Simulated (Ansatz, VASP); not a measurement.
## One calculation of SiC, two programs

INCAR

```
PREC = Accurate
ENCUT = 520
EDIFF = 1E-6
ISMEAR = 0
SIGMA = 0.01
LREAL = False
LASPH = True
NELM = 80
ALGO = Normal
ISIF = 2
LWAVE = False
LCHARG = True
GGA = PE
LELF = True
LVHAR = True
NBANDS = 16
```

KPOINTS

```
regular mesh
0
Gamma
  9 9 4
```

File POSCAR:

```
SiC
1.0
    3.0288180632      0.0000000000      0.0000000000
   -1.5144090316      2.6230333862      0.0000000000
    0.0000000000      0.0000000000      4.9707062362
Si C
2 2
Direct
    0.3333333333      0.6666666667      0.4995817067
    0.6666666667      0.3333333333      0.9995817067
    0.3333333333      0.6666666667      0.8754182933
    0.6666666667      0.3333333333      0.3754182933
```

Input for Ansatz:

```yaml
crystal:
  lattice:
    - [3.0288180632, 0.0, 0.0]
    - [-1.5144090316, 2.6230333862, 0.0]
    - [0.0, 0.0, 4.9707062362]
  atoms:
    - { symbol: Si, position: [0.3333333333, 0.6666666667, 0.4995817067] }
    - { symbol: Si, position: [0.6666666667, 0.3333333333, 0.9995817067] }
    - { symbol: C, position: [0.3333333333, 0.6666666667, 0.8754182933] }
    - { symbol: C, position: [0.6666666667, 0.3333333333, 0.3754182933] }
kpoints:
  mp_grid: { grid: [9, 9, 4] }
hamiltonian:
  xc: pbe
scf:
  occupations: { method: fixed }
  n_extra_bands: 5
output:
  forces: true
  stress: true
  eigenvalues: true
```

Alike in both runs: task single point; functional PBE; k mesh 9 × 9 × 4; no spin polarisation.

```csv
,VASP,Ansatz
version,VASP 6.6.1,Ansatz 0.2.0
potentials or method,"VASP PAW PBE potentials, release 64 (Si, C)","plane waves, PAW"
plane-wave cutoff (eV),520,420
occupations,"gaussian, width 0.01 eV",fixed
valence electrons in the cell,16,16
```

```tsv
	VASP	Ansatz	Ansatz less VASP
gap on the k mesh at the Fermi level (eV)	2.19	2.19	+0.004
pressure (GPa)	14.8	14.9	+0.08
traceless stress, the component that is largest in VASP (GPa)	-0.26	-0.27	-0.014
rms of the force components (eV/Å)	0.006	0.006	0.0000
```

Atom by atom the forces differ by 0.000 eV/Å (rms over components).
